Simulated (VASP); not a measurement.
# I (R-3m) in VASP: notebook

The runs below take I through single point, with PBE.

Everything below comes from runs of VASP 6.6.1. Logs are shortened: lines on timing, memory, paths and dates and some standing lists are left out, and cuts for length are marked.

### Step 1. The cell of the first run

The typed cell holds 2 atoms: a = 4.909 Å, b = 4.909 Å, c = 4.909 Å, α = 59.92°, β = 59.92°, γ = 59.92°.

### Step 2. Single point, PBE

The input, POSCAR:

```
I
1.0
    2.4512098441     -1.4152066633      4.0104004598
    0.0000000000      2.8304133267      4.0104004597
   -2.4512098441     -1.4152066633      4.0104004598
I
2
Direct
    0.2499996776      0.2499996776      0.2499996776
   -0.2499996776     -0.2499996776     -0.2499996776
```

The input, INCAR.step1:

```
PREC = Accurate
ENCUT = 520
EDIFF = 1E-6
ISMEAR = -1
SIGMA = 0.1
LREAL = F
LASPH = T
NELM = 80
ALGO = Normal
ISIF = 2
LWAVE = F
LCHARG = T
GGA = PE
NBANDS = 14
```

The input, KPOINTS.step1:

```
regular mesh
0
Gamma
  11 11 11
```

The input, INCAR.step2:

```
PREC = Accurate
ENCUT = 520
EDIFF = 1E-6
ISMEAR = -5
SIGMA = 0.1
LREAL = F
LASPH = T
NELM = 80
ALGO = Normal
ISIF = 2
LWAVE = F
LCHARG = F
GGA = PE
LORBIT = 11
NBANDS = 14
NEDOS = 1001
ICHARG = 11
```

The input, KPOINTS.step2:

```
regular mesh
0
Gamma
  17 17 17
```

Potentials or basis: VASP PAW PBE potentials, release 64 (I).

Command:

```
cat potpaw_PBE.64/I/POTCAR > POTCAR
cp INCAR.step1 INCAR
cp KPOINTS.step1 KPOINTS
mpirun -np 1 vasp_std > vasp.out
cp INCAR.step2 INCAR
cp KPOINTS.step2 KPOINTS
mpirun -np 1 vasp_std > vasp.out
```

OUTCAR:

```text
PREC = Accurate
   ENCUT = 520
   EDIFF = 1E-6
   ISMEAR = -5
   LREAL = F
   LASPH = T
   NELM = 80
   ISIF = 2
   GGA = PE
   LORBIT = 11
   ICHARG = 11

 ion  position               nearest neighbor table
   1  0.250  0.250  0.250-   2 3.47   2 3.47   2 3.47   2 3.47   2 3.47   2 3.47
   2  0.750  0.750  0.750-   1 3.47   1 3.47   1 3.47   1 3.47   1 3.47   1 3.47

  LATTYP: Found a trigonal (rhomboedric) cell.
 ALAT       =     4.9086201164
 COS(alpha) =     0.5012623735

  Lattice vectors:

 A1 = (   2.4512098441,  -1.4152066633,   4.0104004598)
 A2 = (   0.0000000000,   2.8304133267,   4.0104004597)
 A3 = (  -2.4512098441,  -1.4152066633,   4.0104004598)

Analysis of symmetry for initial positions (statically):
=====================================================================
 Subroutine PRICEL returns following result:

  LATTYP: Found a trigonal (rhomboedric) cell.
 ALAT       =     3.4687225963
 COS(alpha) =     0.0012613867

  Lattice vectors:

 A1 = (  -2.4512098441,  -1.4152066634,  -2.0051924721)
 A2 = (   0.0000000000,   2.8304133266,  -2.0051924722)
 A3 = (   2.4512098441,  -1.4152066633,  -2.0052079876)

   2 primitive cells build up your supercell.

 Routine SETGRP: Setting up the symmetry group for a
 trigonal (rhombohedral) supercell.

 Subroutine GETGRP returns: Found 12 space group operations
 (whereof 12 operations were pure point group operations)
 out of a pool of 12 trial point group operations.

The static configuration has the point symmetry D_3d.

Analysis of symmetry for dynamics (positions and initial velocities):
=====================================================================
 Subroutine PRICEL returns following result:

  LATTYP: Found a trigonal (rhomboedric) cell.
 ALAT       =     3.4687225963
 COS(alpha) =     0.0012613867

  Lattice vectors:

 A1 = (  -2.4512098441,  -1.4152066634,  -2.0051924721)
 A2 = (   0.0000000000,   2.8304133266,  -2.0051924722)
 A3 = (   2.4512098441,  -1.4152066633,  -2.0052079876)

   2 primitive cells build up your supercell.

 Routine SETGRP: Setting up the symmetry group for a
 trigonal (rhombohedral) supercell.

 Subroutine GETGRP returns: Found 12 space group operations
 (whereof 12 operations were pure point group operations)
 out of a pool of 12 trial point group operations.

The dynamic configuration has the point symmetry D_3d.

 Subroutine INISYM returns: Found 12 space group operations
 (whereof 12 operations are pure point group operations),
 and found     2 'primitive' translations

----------------------------------------------------------------------------------------

                                     Primitive cell

  volume of cell :      41.7358

  direct lattice vectors                    reciprocal lattice vectors
    -2.451209844 -1.415206663 -2.005192472    -0.203981430 -0.117768126 -0.166234652
     0.000000000  2.830413327 -2.005192472    -0.000000526  0.235537163 -0.166234652
     2.451209844 -1.415206663 -2.005207988     0.203980378 -0.117768126 -0.166234652

  length of vectors
     3.468722596  3.468722596  3.468731565     0.288291025  0.288291025  0.288290280

  position of ions in fractional coordinates (direct lattice)
     0.500000000  0.500000000  0.500000000

  ion indices of the primitive-cell ions
   primitive index   ion index
                 1           1

----------------------------------------------------------------------------------------

 KPOINTS: regular mesh

Automatic generation of k-mesh.
 Grid dimensions read from file:
 generate k-points for:   17   17   17

 Generating k-lattice:

  Cartesian coordinates                     Fractional coordinates (reciprocal lattice)
     0.011998877 -0.006927555  0.004889248     0.058823529  0.000000000 -0.000000000
     0.000000000  0.013855109  0.004889248     0.000000000  0.058823529  0.000000000
    -0.011998877 -0.006927555  0.004889248    -0.000000000  0.000000000  0.058823529

  Length of vectors
     0.014692474  0.014692474  0.014692474

  Shift w.r.t. Gamma in fractional coordinates (k-lattice)
     0.000000000  0.000000000  0.000000000

 TETIRR: Found   2465 inequivalent tetrahedra from    29478

 Subroutine IBZKPT returns following result:
 ===========================================

 Found    489 irreducible k-points:

 Following reciprocal coordinates:
            Coordinates               Weight
  0.000000  0.000000  0.000000      1.000000
  0.058824  0.000000  0.000000      6.000000
  0.117647  0.000000  0.000000      6.000000
  0.176471  0.000000  0.000000      6.000000
  0.235294  0.000000  0.000000      6.000000
  0.294118 -0.000000 -0.000000      6.000000
[... 16 lines left out ...]
 -0.176471  0.058824 -0.000000     12.000000
 -0.117647  0.058824 -0.000000     12.000000
 [... further k-points ...]
   k-points           NKPTS =    489   k-points in BZ     NKDIM =    489   number of bands    NBANDS=     14
   number of dos      NEDOS =   1001   number of ions     NIONS =      2
   total plane-waves  NPLWV =  64000
   dimension x,y,z NGX =    40 NGY =   40 NGZ =   40
   dimension x,y,z NGXF=    80 NGYF=   80 NGZF=   80
   ions per type =               2
   NGX,Y,Z   is equivalent  to a cutoff of  13.55, 13.55, 13.55 a.u.
   NGXF,Y,Z  is equivalent  to a cutoff of  27.09, 27.09, 27.09 a.u.
 SYSTEM =  unknown system
   PREC   = accura    normal or accurate (medium, high low for compatibility)
   ISTART =      0    job   : 0-new  1-cont  2-samecut
   ICHARG =     11    charge: 1-file 2-atom 10-const
   ISPIN  =      1    spin polarized calculation?
   LNONCOLLINEAR =      F non collinear calculations
   LSORBIT =      F    spin-orbit coupling
   LASPH  =      T    aspherical Exc in radial PAW
   ENCUT  =  520.0 eV  38.22 Ry    6.18 a.u.   9.13  9.13  9.13*2*pi/ulx,y,z
   NELM   =     80;   NELMIN=  2; NELMDL=  0     # of ELM steps
   EDIFF  = 0.1E-05   stopping-criterion for ELM
   LREAL  =      F    real-space projection
   EDIFFG = 0.1E-04   stopping-criterion for IOM
   NSW    =      0    number of steps for IOM
   IBRION =     -1    ionic relax: 0-MD 1-quasi-New 2-CG
   NFREE  =      0    steps in history (QN), initial steepest desc. (CG)
   ISIF   =      2    stress and relaxation
   ISYM   =      2    0-nonsym 1-usesym 2-fastsym
   POTIM  = 0.5000    time-step for ionic-motion
   TEBEG  =    0.0;   TEEND  =   0.0 temperature during run
   PSTRESS=    0.0 pullay stress
   NELECT =      14.0000    total number of electrons
   NUPDOWN=      -1.0000    fix difference up-down
   EMIN   =  10.00;   EMAX   =-10.00  energy-range for DOS
   EFERMI =   0.00;   METHOD = LEGACY
   ISMEAR =    -5;   SIGMA  =   0.10  broadening in eV -4-tet -1-fermi 0-gaus
   EFERMI_NEDOS =   21; number of points for ismear=-14 and -15
   IALGO  =     38    algorithm
   IMIX   =      4    mixing-type and parameters
     AMIX     =   0.40;   BMIX     =  1.00
     AMIX_MAG =   1.60;   BMIX_MAG =  1.00
  volume/ion in A,a.u.               =      41.74       281.65
  Fermi-wavevector in a.u.,A,eV,Ry     =   0.902827  1.706095 11.090055  0.815096
  Thomas-Fermi vector in A             =   2.026078
   LORBIT       =     11    0 simple, 1 ext, 2 COOP (PROOUT), +10 PAW based schemes
   GGA     = PE    functional components
   LHFCALC =     F    Hartree Fock is set to
   AEXX    =    0.0000 exact exchange contribution
   IVDW    =     0    specifies the selected vdW correction
   LEPSILON=     F    determine dielectric tensor
   LRPA    =     F    only Hartree local field effects (RPA)
 non-spin polarized calculation
 Fermi weights with tetrahedron method with Bloechl corrections
  energy-cutoff  :      520.00
  volume of cell :       83.47
 maximum number of plane-waves:      2268
 NGX is ok and might be reduce to    40

 number of electron      14.0000001 magnetization

 Free energy of the ion-electron system (eV)
  ---------------------------------------------------
  ext. energy  EPLUGINS =         0.00000000
  ---------------------------------------------------
  free energy    TOTEN  =        -2.39587254 eV

  energy without entropy =       -2.39587254  energy(sigma->0) =       -2.39587254

 E-fermi :   3.1518     XC(G=0):  -8.1427

 val. band max:        3.2311783612   @ k =  -0.4118   0.4118  -0.0000
 cond. band min:       3.1528861401   @ k =  -0.2941  -0.2941   0.1765
 fundamental gap:     -0.0782922211
 Fermi energy:         3.1517700050

 k-point     1 :       0.0000    0.0000    0.0000
  band No.  band energies     occupation
      1     -10.2606      2.00000
      2      -7.8971      2.00000
      3       0.3326      2.00000
      4       0.3433      2.00000
      5       0.3433      2.00000
      6       3.0181      2.00000
      7       3.0181      2.00000
      8       3.0237      2.00000
      9       8.6096      0.00000
     10       8.7759      0.00000
     11       8.7925      0.00000
     12       8.7925      0.00000
     13       9.7721      0.00000
     14       9.7721      0.00000

 k-point     2 :       0.0588    0.0000    0.0000
  band No.  band energies     occupation
      1     -10.2434      2.00000
      2      -7.9210      2.00000
      3       0.3430      2.00000
      4       0.3519      2.00000
      5       0.3538      2.00000
      6       2.9536      2.00000
      7       2.9678      2.00000
      8       2.9727      2.00000
      9       8.7235      0.00000
     10       8.7756      0.00000
[... 362 lines left out ...]
 k-point    24 :      -0.1176    0.0588   -0.0000
  band No.  band energies     occupation
      1     -10.1531      2.00000
      2      -8.0433      2.00000
      3       0.2227      2.00000
      4       0.4906      2.00000
      5       0.4966      2.00000
      6       2.5098      2.00000
      7       2.5784      2.00000
      8       3.0425      2.01619
      9       8.6801      0.00000
     10       8.9857      0.00000
     11       9.1977      0.00000
     12       9.2690      0.00000
     13      10.2322      0.00000
     14      10.5270      0.00000

 [... further k-points ...]

------------------------ aborting loop because EDIFF is reached ----------------------------------------

  FORCE on cell =-STRESS in cart. coord.  units (eV):
  Direction    XX          YY          ZZ          XY          YZ          ZX
  --------------------------------------------------------------------------------------
  -------------------------------------------------------------------------------------
  Total       -0.1295497     -0.1295497     -0.1322840     -0.0000000      0.0000000      0.0000000
  in kB       -2.4866090     -2.4866090     -2.5390929     -0.0000000      0.0000000      0.0000000
  external PRESSURE =      -2.5041036 kB  Pullay stress =       0.0000000 kB

 VOLUME and BASIS-vectors are now :
 -----------------------------------------------------------------------------
  energy-cutoff  :      520.00
  volume of cell :       83.47
      direct lattice vectors                 reciprocal lattice vectors
     2.451209844 -1.415206663  4.010400460     0.203980904 -0.117768430  0.083117219
     0.000000000  2.830413327  4.010400460     0.000000000  0.235536860  0.083117219
    -2.451209844 -1.415206663  4.010400460    -0.203980904 -0.117768430  0.083117219

 POSITION                                       TOTAL-FORCE (eV/Angst)
 -----------------------------------------------------------------------------------
      0.00000      0.00000      3.00780         0.000000      0.000000      0.000000
      0.00000      0.00000      9.02340         0.000000      0.000000     -0.000000
 -----------------------------------------------------------------------------------
    total drift:                               -0.000000      0.000000      0.000000

  FREE ENERGIE OF THE ION-ELECTRON SYSTEM (eV)
  ---------------------------------------------------
  free  energy   TOTEN  =        -2.3958725439 eV

  energy  without entropy=       -2.3958725439  energy(sigma->0) =       -2.39587254

 total charge

# of ion       s       p       d       tot
------------------------------------------
    1        1.550   2.592   0.021   4.162
    2        1.550   2.592   0.021   4.162
--------------------------------------------------
tot          3.100   5.183   0.041   8.325
```

Run time: 12 min. Hardware: 1 thread of Intel Xeon 8259CL, shared host; peak memory 0.59 GiB.

What came out:

| Quantity | Value |
| --- | --- |
| Valence electrons inside the program's atomic spheres | I 4.16 |

Caveat: spin-orbit coupling is left out, which moves the levels of the heavy elements.

(Part 1 of 2 ends here.)
